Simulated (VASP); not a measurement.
# Si5P2 (P-3m1) in VASP: further runs

The runs below take Si5P2 through single point, relaxation of cell and atoms, with PBE.

All numbers are computed with VASP 6.6.1; they aren't measurements. Logs are shortened: lines on timing, memory, paths and dates and some standing lists are left out, and cuts for length are marked.

## 1. The cell of the first run

The structure is trigonal, space group P-3m1 (No. 164). The conventional cell has a = 3.687 Å, b = 3.687 Å, c = 27.266 Å, α = 90.00°, β = 90.00°, γ = 120.00°. Within 3.1 Å of Si (site symmetry 3m) lie 3 P at 2.33 Å and 1 Si at 2.35 Å. Within 3.0 Å of Si (site symmetry 3m) lie 4 Si at 2.30 to 2.35 Å. Si (site symmetry 3m) has 3 P at 2.34 Å and 1 Si at 2.35 Å within 3.1 Å. Si (site symmetry 3m) has 4 Si at 2.30 to 2.36 Å within 3.0 Å. Within 3.0 Å of Si (site symmetry 3m) lie 4 Si at 2.30 to 2.35 Å. P (site symmetry 3m) has 3 Si at 2.33 Å within 3.1 Å. Within 3.1 Å of P (site symmetry 3m) lie 3 Si at 2.34 Å.

## 2. Single point, PBE (22.93 Å³/atom)

Contents of INCAR:

```
SYSTEM = Si5P2
ALGO = Normal
EDIFF = 1E-7
ENCUT = 520
GGA = PE
ISIF = 2
ISMEAR = 0
LASPH = .True.
LCHARG = .False.
LREAL = .False.
LWAVE = .False.
NBANDS = 43
NELM = 60
PREC = Accurate
SIGMA = 0.02
```

Contents of KPOINTS:

```
k-points
0
Gamma
  12 12 1
  0 0 0
```

Contents of POSCAR:

```
Si5P2
1.0
    3.6870837835      0.0000000000      0.0000000000
   -1.8435418917      3.1931082224      0.0000000000
    0.0000000000      0.0000000000     27.2655931200
Si P
10 4
Direct
    0.6666666667      0.3333333333      0.8978076550
    0.3333333333      0.6666666667      0.1021923450
    0.3333333333      0.6666666667      0.0159096821
    0.6666666667      0.3333333333      0.9840903179
    0.6666666667      0.3333333333      0.3385760389
    0.0000000000      0.0000000000      0.4567067396
    0.6666666667      0.3333333333      0.4248627622
    0.3333333333      0.6666666667      0.6614239611
    0.0000000000      0.0000000000      0.5432932604
    0.3333333333      0.6666666667      0.5751372378
    0.0000000000      0.0000000000      0.8626339982
    0.0000000000      0.0000000000      0.1373660018
    0.3333333333      0.6666666667      0.3033503819
    0.6666666667      0.3333333333      0.6966496181
```

Potentials or basis: VASP PAW PBE potentials, release 64 (Si, P).

Run with:

```
$ cat potpaw_PBE.64/Si/POTCAR potpaw_PBE.64/P/POTCAR > POTCAR
$ mpirun -np 1 vasp_std > vasp.out
```

OUTCAR:

```text
SYSTEM = Si5P2
   EDIFF = 1E-7
   ENCUT = 520
   GGA = PE
   ISIF = 2
   ISMEAR = 0
   LASPH = .True.
   LREAL = .False.
   NELM = 60
   PREC = Accurate

 ion  position               nearest neighbor table
   1  0.667  0.333  0.898-  11 2.33  11 2.33  11 2.33   4 2.35
   2  0.333  0.667  0.102-  12 2.33  12 2.33  12 2.33   3 2.35
   3  0.333  0.667  0.016-   4 2.30   4 2.30   4 2.30   2 2.35
   4  0.667  0.333  0.984-   3 2.30   3 2.30   3 2.30   1 2.35
   5  0.667  0.333  0.339-  13 2.34  13 2.34  13 2.34   7 2.35
   6  0.000  0.000  0.457-   7 2.30   7 2.30   7 2.30   9 2.36
   7  0.667  0.333  0.425-   6 2.30   6 2.30   6 2.30   5 2.35
   8  0.333  0.667  0.661-  14 2.34  14 2.34  14 2.34  10 2.35
   9  0.000  0.000  0.543-  10 2.30  10 2.30  10 2.30   6 2.36
  10  0.333  0.667  0.575-   9 2.30   9 2.30   9 2.30   8 2.35
  11  0.000  0.000  0.863-   1 2.33   1 2.33   1 2.33
  12  0.000  0.000  0.137-   2 2.33   2 2.33   2 2.33
  13  0.333  0.667  0.303-   5 2.34   5 2.34   5 2.34
  14  0.667  0.333  0.697-   8 2.34   8 2.34   8 2.34

  LATTYP: Found a hexagonal cell.
 ALAT       =     3.6870837835
 C/A-ratio  =     7.3948938296

  Lattice vectors:

 A1 = (   3.6870837835,   0.0000000000,   0.0000000000)
 A2 = (  -1.8435418917,   3.1931082224,   0.0000000000)
 A3 = (   0.0000000000,   0.0000000000,  27.2655931200)

Analysis of symmetry for initial positions (statically):
=====================================================================
 Subroutine PRICEL returns:
 Original cell was already a primitive cell.

 Routine SETGRP: Setting up the symmetry group for a
 hexagonal supercell.

 Subroutine GETGRP returns: Found 12 space group operations
 (whereof 12 operations were pure point group operations)
 out of a pool of 24 trial point group operations.

The static configuration has the point symmetry D_3d.

Analysis of symmetry for dynamics (positions and initial velocities):
=====================================================================
 Subroutine PRICEL returns:
 Original cell was already a primitive cell.

 Routine SETGRP: Setting up the symmetry group for a
 hexagonal supercell.

 Subroutine GETGRP returns: Found 12 space group operations
 (whereof 12 operations were pure point group operations)
 out of a pool of 24 trial point group operations.

The dynamic configuration has the point symmetry D_3d.

 Subroutine INISYM returns: Found 12 space group operations
 (whereof 12 operations are pure point group operations),
 and found     1 'primitive' translations

----------------------------------------------------------------------------------------

                                     Primitive cell

  volume of cell :     321.0048

  direct lattice vectors                    reciprocal lattice vectors
     3.687083783  0.000000000  0.000000000     0.271217054  0.156587239  0.000000000
    -1.843541892  3.193108222  0.000000000     0.000000000  0.313174478  0.000000000
     0.000000000  0.000000000 27.265593120     0.000000000  0.000000000  0.036676261

  length of vectors
     3.687083783  3.687083783 27.265593120     0.313174478  0.313174478  0.036676261

  position of ions in fractional coordinates (direct lattice)
     0.666666667  0.333333333  0.897807655
     0.333333333  0.666666667  0.102192345
     0.333333333  0.666666667  0.015909682
     0.666666667  0.333333333  0.984090318
     0.666666667  0.333333333  0.338576039
     0.000000000  0.000000000  0.456706740
     0.666666667  0.333333333  0.424862762
     0.333333333  0.666666667  0.661423961
     0.000000000  0.000000000  0.543293260
     0.333333333  0.666666667  0.575137238
     0.000000000  0.000000000  0.862633998
     0.000000000  0.000000000  0.137366002
     0.333333333  0.666666667  0.303350382
     0.666666667  0.333333333  0.696649618

  ion indices of the primitive-cell ions
   primitive index   ion index
                 1           1
                 2           2
                 3           3
                 4           4
                 5           5
                 6           6
                 7           7
                 8           8
                 9           9
                10          10
                11          11
                12          12
                13          13
                14          14

----------------------------------------------------------------------------------------

 KPOINTS: k-points

Automatic generation of k-mesh.
 Grid dimensions read from file:
 generate k-points for:   12   12    1

 Generating k-lattice:

  Cartesian coordinates                     Fractional coordinates (reciprocal lattice)
     0.022601421  0.013048937  0.000000000     0.083333333  0.000000000  0.000000000
     0.000000000  0.026097873  0.000000000     0.000000000  0.083333333  0.000000000
     0.000000000  0.000000000  0.036676261     0.000000000  0.000000000  1.000000000

  Length of vectors
     0.026097873  0.026097873  0.036676261

  Shift w.r.t. Gamma in fractional coordinates (k-lattice)
     0.000000000  0.000000000  0.000000000

 Subroutine IBZKPT returns following result:
 ===========================================

 Found     19 irreducible k-points:

 Following reciprocal coordinates:
            Coordinates               Weight
  0.000000  0.000000  0.000000      1.000000
  0.083333  0.000000  0.000000      6.000000
  0.166667  0.000000  0.000000      6.000000
  0.250000  0.000000  0.000000      6.000000
  0.333333  0.000000  0.000000      6.000000
  0.416667  0.000000  0.000000      6.000000
[... 11 lines left out ...]
  0.333333  0.250000  0.000000     12.000000
  0.333333  0.333333  0.000000      2.000000
   k-points           NKPTS =     19   k-points in BZ     NKDIM =     19   number of bands    NBANDS=     43
   number of dos      NEDOS =    301   number of ions     NIONS =     14
   total plane-waves  NPLWV = 164640
   dimension x,y,z NGX =    28 NGY =   28 NGZ =  210
   dimension x,y,z NGXF=    56 NGYF=   56 NGZF=  420
   ions per type =              10   4
   NGX,Y,Z   is equivalent  to a cutoff of  12.62, 12.62, 12.80 a.u.
   NGXF,Y,Z  is equivalent  to a cutoff of  25.25, 25.25, 25.61 a.u.
 SYSTEM =  Si5P2
   PREC   = accura    normal or accurate (medium, high low for compatibility)
   ISTART =      0    job   : 0-new  1-cont  2-samecut
   ICHARG =      2    charge: 1-file 2-atom 10-const
   ISPIN  =      1    spin polarized calculation?
   LNONCOLLINEAR =      F non collinear calculations
   LSORBIT =      F    spin-orbit coupling
   LASPH  =      T    aspherical Exc in radial PAW
   ENCUT  =  520.0 eV  38.22 Ry    6.18 a.u.   6.86  6.86 50.70*2*pi/ulx,y,z
   NELM   =     60;   NELMIN=  2; NELMDL= -5     # of ELM steps
   EDIFF  = 0.1E-06   stopping-criterion for ELM
   LREAL  =      F    real-space projection
   EDIFFG = 0.1E-05   stopping-criterion for IOM
   NSW    =      0    number of steps for IOM
   IBRION =     -1    ionic relax: 0-MD 1-quasi-New 2-CG
   NFREE  =      0    steps in history (QN), initial steepest desc. (CG)
   ISIF   =      2    stress and relaxation
   ISYM   =      2    0-nonsym 1-usesym 2-fastsym
   POTIM  = 0.5000    time-step for ionic-motion
   TEBEG  =    0.0;   TEEND  =   0.0 temperature during run
   PSTRESS=    0.0 pullay stress
   NELECT =      60.0000    total number of electrons
   NUPDOWN=      -1.0000    fix difference up-down
   EMIN   =  10.00;   EMAX   =-10.00  energy-range for DOS
   EFERMI =   0.00;   METHOD = LEGACY
   ISMEAR =     0;   SIGMA  =   0.02  broadening in eV -4-tet -1-fermi 0-gaus
   EFERMI_NEDOS =   21; number of points for ismear=-14 and -15
   IALGO  =     38    algorithm
   IMIX   =      4    mixing-type and parameters
     AMIX     =   0.40;   BMIX     =  1.00
     AMIX_MAG =   1.60;   BMIX_MAG =  1.00
  volume/ion in A,a.u.               =      22.93       154.73
  Fermi-wavevector in a.u.,A,eV,Ry     =   0.936026  1.768833 11.920680  0.876145
  Thomas-Fermi vector in A             =   2.062994
   LORBIT       =      0    0 simple, 1 ext, 2 COOP (PROOUT), +10 PAW based schemes
   GGA     = PE    functional components
   LHFCALC =     F    Hartree Fock is set to
   AEXX    =    0.0000 exact exchange contribution
   IVDW    =     0    specifies the selected vdW correction
   LEPSILON=     F    determine dielectric tensor
   LRPA    =     F    only Hartree local field effects (RPA)
 non-spin polarized calculation
 Gauss-broadening in eV      SIGMA  =   0.02
  energy-cutoff  :      520.00
  volume of cell :      321.00
 maximum number of plane-waves:      8702
 NGX is ok and might be reduce to    28
   NGX = 13   NGY = 13   NGZ =101

 number of electron      59.9999999 magnetization

 Free energy of the ion-electron system (eV)
  ---------------------------------------------------
  ext. energy  EPLUGINS =         0.00000000
  ---------------------------------------------------
  free energy    TOTEN  =       -76.26626838 eV

  energy without entropy =      -76.26626838  energy(sigma->0) =      -76.26626838

 E-fermi :   4.5317     XC(G=0):  -8.6279

 val. band max:        4.3969385882   @ k =   0.0000   0.0000   0.0000
 cond. band min:       5.0739204541   @ k =   0.4167   0.0000   0.0000
 fundamental gap:      0.6769818659
 Fermi energy:         4.5316702523

 k-point     1 :       0.0000    0.0000    0.0000
  band No.  band energies     occupation
      1      -8.5380      2.00000
      2      -8.4914      2.00000
      3      -8.4598      2.00000
      4      -8.4001      2.00000
      5      -7.3620      2.00000
      6      -6.8023      2.00000
[... 34 lines left out ...]
     41       7.2310      0.00000
     42       7.3524      0.00000

 k-point     2 :       0.0833    0.0000    0.0000
  band No.  band energies     occupation
      1      -8.4534      2.00000
      2      -8.4072      2.00000
      3      -8.3760      2.00000
      4      -8.3170      2.00000
      5      -7.2747      2.00000
      6      -6.7167      2.00000
[... 34 lines left out ...]
     41       7.4577      0.00000
     42       7.5696      0.00000

 k-point     3 :       0.1667    0.0000    0.0000
  band No.  band energies     occupation
      1      -8.2026      2.00000
      2      -8.1572      2.00000
      3      -8.1278      2.00000
      4      -8.0708      2.00000
      5      -7.0155      2.00000
      6      -6.4632      2.00000
[... 34 lines left out ...]
     41       7.9896      0.00000
     42       8.0221      0.00000

 k-point     4 :       0.2500    0.0000    0.0000
  band No.  band energies     occupation
      1      -7.7956      2.00000
      2      -7.7521      2.00000
      3      -7.7261      2.00000
      4      -7.6732      2.00000
      5      -6.5941      2.00000
      6      -6.0556      2.00000
[... 619 lines left out ...]
     41       8.6699      0.00000
     42       8.8445      0.00000

 k-point    18 :       0.3333    0.2500    0.0000
  band No.  band energies     occupation
      1      -6.0167      2.00000
      2      -6.0045      2.00000
      3      -6.0029      2.00000
      4      -5.9936      2.00000
      5      -4.7556      2.00000
      6      -4.6616      2.00000
[... 34 lines left out ...]
     41       8.6611      0.00000
     42       8.9077      0.00000

 k-point    19 :       0.3333    0.3333    0.0000
  band No.  band energies     occupation
      1      -5.8014      2.00000
      2      -5.7976      2.00000
      3      -5.7976      2.00000
      4      -5.7972      2.00000
      5      -4.5054      2.00000
      6      -4.5054      2.00000
[... 34 lines left out ...]
     41       8.4205      0.00000
     42       9.3298      0.00000
 [bands above 42 left out]

------------------------ aborting loop because EDIFF is reached ----------------------------------------

  FORCE on cell =-STRESS in cart. coord.  units (eV):
  Direction    XX          YY          ZZ          XY          YZ          ZX
  --------------------------------------------------------------------------------------
  -------------------------------------------------------------------------------------
  Total       -0.3143933     -0.3143933     -0.2667342     -0.0000000      0.0000000     -0.0000000
  in kB       -1.5691780     -1.5691780     -1.3313052     -0.0000000      0.0000000     -0.0000000
  external PRESSURE =      -1.4898871 kB  Pullay stress =       0.0000000 kB

 VOLUME and BASIS-vectors are now :
 -----------------------------------------------------------------------------
  energy-cutoff  :      520.00
  volume of cell :      321.00
      direct lattice vectors                 reciprocal lattice vectors
     3.687083783  0.000000000  0.000000000     0.271217054  0.156587239  0.000000000
    -1.843541892  3.193108222  0.000000000     0.000000000  0.313174478  0.000000000
     0.000000000  0.000000000 27.265593120     0.000000000  0.000000000  0.036676261

 POSITION                                       TOTAL-FORCE (eV/Angst)
 -----------------------------------------------------------------------------------
      1.84354      1.06437     24.47926        -0.000000      0.000000     -0.011390
     -0.00000      2.12874      2.78633         0.000000     -0.000000      0.011390
     -0.00000      2.12874      0.43379        -0.000000      0.000000     -0.003615
      1.84354      1.06437     26.83181         0.000000     -0.000000      0.003615
      1.84354      1.06437      9.23148         0.000000     -0.000000     -0.013288
      0.00000      0.00000     12.45238        -0.000000     -0.000000     -0.003109
      1.84354      1.06437     11.58414        -0.000000      0.000000      0.001421
     -0.00000      2.12874     18.03412        -0.000000      0.000000      0.013288
      0.00000      0.00000     14.81321         0.000000      0.000000      0.003109
     -0.00000      2.12874     15.68146        -0.000000     -0.000000     -0.001421
      0.00000      0.00000     23.52023        -0.000000      0.000000      0.016522
      0.00000      0.00000      3.74537         0.000000     -0.000000     -0.016522
     -0.00000      2.12874      8.27103         0.000000      0.000000      0.018850
      1.84354      1.06437     18.99457         0.000000      0.000000     -0.018850
 -----------------------------------------------------------------------------------
    total drift:                               -0.000000      0.000000      0.000000

  FREE ENERGIE OF THE ION-ELECTRON SYSTEM (eV)
  ---------------------------------------------------
  free  energy   TOTEN  =       -76.2662683822 eV

  energy  without entropy=      -76.2662683822  energy(sigma->0) =      -76.26626838
```

Run time: 3.6 min. Hardware: 1 thread of AMD EPYC 9R45 (Zen 5), shared host; peak memory 0.48 GiB.

What came out:

- Free energy: -76.2663 eV
- Pressure: -0.1 GPa
- Largest force: 0.019 eV/Å
- Band gap on the k mesh: 0.68 eV (least direct gap 1.34 eV)

Forces in eV/Å, atoms in the order of the input:
```
Si   0.000  0.000 -0.011
Si   0.000  0.000  0.011
Si   0.000  0.000 -0.004
Si   0.000  0.000  0.004
Si   0.000  0.000 -0.013
Si   0.000  0.000 -0.003
Si   0.000  0.000  0.001
Si   0.000  0.000  0.013
Si   0.000  0.000  0.003
Si   0.000  0.000 -0.001
P    0.000  0.000  0.017
P    0.000  0.000 -0.017
P    0.000  0.000  0.019
P    0.000  0.000 -0.019
```

Levels at points of the mesh, in eV from the valence-band top:
| k point | band 28 | band 29 | band 30 | band 31 | band 32 | band 33 |
| --- | --- | --- | --- | --- | --- | --- |
| (0.00, 0.00, 0.00) | -0.23 | 0.00 | 0.00 | 1.34 | 1.40 | 1.59 |
| (0.50, 0.00, 0.00) | -1.50 | -1.38 | -1.31 | 0.74 | 0.81 | 0.88 |

Caveat: this functional lacks dispersion, which binds layers or chains, so the pressure and a relaxed spacing across them are unreliable. A k mesh can miss the band edges.

## 3. Relaxation of cell and atoms, PBE

This run uses another cell than the first one: it holds 7 atoms, not 14.

Contents of INCAR:

```
SYSTEM = Si5P2
ALGO = Normal ; EDIFF = 1E-6
EDIFFG = -0.01 ; ENCUT = 600
GGA = PE ; IBRION = 2
ISIF = 3 ; ISMEAR = 0
LASPH = .True. ; LCHARG = .False.
LREAL = .False. ; LWAVE = .False.
NELM = 100 ; NSW = 100
PREC = Accurate ; SIGMA = 0.1
```

Contents of KPOINTS:

```
k-points
0
Gamma
  12 12 4
  0 0 0
```

Contents of POSCAR:

```
Si5P2
1.0
    3.7793320328      0.0000000000      0.0000000000
   -1.8896660164      3.2729975498      0.0000000000
    0.0000000000      0.0000000000     10.8335498395
Si P
5 2
Direct
    0.3333333333      0.6666666667      0.3148611709
    0.6666666667      0.3333333333      0.6851388291
    0.0000000000      0.0000000000      0.3913774746
    0.0000000000      0.0000000000      0.6086225254
    0.0000000000      0.0000000000      0.0000000000
    0.3333333333      0.6666666667      0.1068368072
    0.6666666667      0.3333333333      0.8931631928
```

Potentials or basis: VASP PAW PBE potentials, release 64 (Si, P).

Run with:

```
$ cat potpaw_PBE.64/Si/POTCAR potpaw_PBE.64/P/POTCAR > POTCAR
$ mpirun -np 1 vasp_std > vasp.out
```

Run time: 3.7 min. Hardware: 1 thread of AMD EPYC 9R45 (Zen 5), shared host; peak memory 0.36 GiB.

It converged, with:

```yaml
Free_energy: -37.7557 eV
Relaxed_volume: 19.15 Å³/atom
Relaxed_cell: a = 3.777 Å, b = 3.777 Å, c = 10.847 Å, α = 90.00°, β = 90.00°, γ = 120.00°
Space_group_after_relaxing_to_0.1_Å: P-3m1 (No. 164)
Energy_gained_by_relaxing: 0.5 meV/atom
Ionic_steps: 4
Pressure_after_relaxing: 0.0 GPa
Largest_force_after_relaxing: 0.007 eV/Å
Band_gap_on_the_k_mesh: zero (bands 15 and 16 overlap by 0.36 eV)
```

Forces on the atoms (eV/Å):
```
Si   0.000  0.000  0.005
Si   0.000  0.000 -0.005
Si   0.000  0.000 -0.007
Si   0.000  0.000  0.007
Si   0.000  0.000  0.000
P    0.000  0.000 -0.007
P    0.000  0.000  0.007
```

Stress tensor (GPa, compression positive):
```
 0.05  0.00  0.00
 0.00  0.05  0.00
 0.00  0.00 -0.05
```

Step by step:
| step | energy change (eV) | largest force (eV/Å) | pressure (GPa) | volume (Å³) |
| --- | --- | --- | --- | --- |
| 1 | 0.0000 | 0.2130 | 0.04 | 134.01 |
| 2 | -0.0017 | 0.1062 | -0.04 | 134.09 |
| 3 | -0.0032 | 0.0388 | -0.02 | 134.06 |
| 4 | -0.0034 | 0.0070 | 0.02 | 134.02 |

Final structure:
```
Si P
1.0
     3.77713    0.00000    0.00000
    -1.88856    3.27109    0.00000
     0.00000    0.00000   10.84736
Si P
5 2
Direct
  0.33333 0.66667 0.31543
  0.66667 0.33333 0.68457
  0.00000 0.00000 0.39132
  0.00000 0.00000 0.60868
  0.00000 0.00000 0.00000
  0.33333 0.66667 0.10608
  0.66667 0.33333 0.89392
```

Levels at points of the mesh, in eV from the Fermi level:
```csv
k point,band 11,band 12,band 13,band 14,band 15,band 16,band 17,band 18,band 19
"(0.00, 0.00, 0.00)",-1.46,-0.82,-0.82,-0.16,-0.16,0.91,1.49,2.11,2.39
"(0.50, 0.00, 0.00)",-3.50,-2.54,-2.14,-1.93,-0.10,0.25,1.17,1.42,1.57
"(0.00, 0.00, 0.50)",-1.05,-0.67,-0.67,-0.30,-0.30,0.45,1.43,2.34,2.35
"(0.50, 0.00, 0.50)",-2.91,-2.76,-2.69,-1.79,-0.38,-0.29,0.91,1.00,2.20
```

The gap in the log of VASP goes by the Fermi energy; the results here count the filled bands.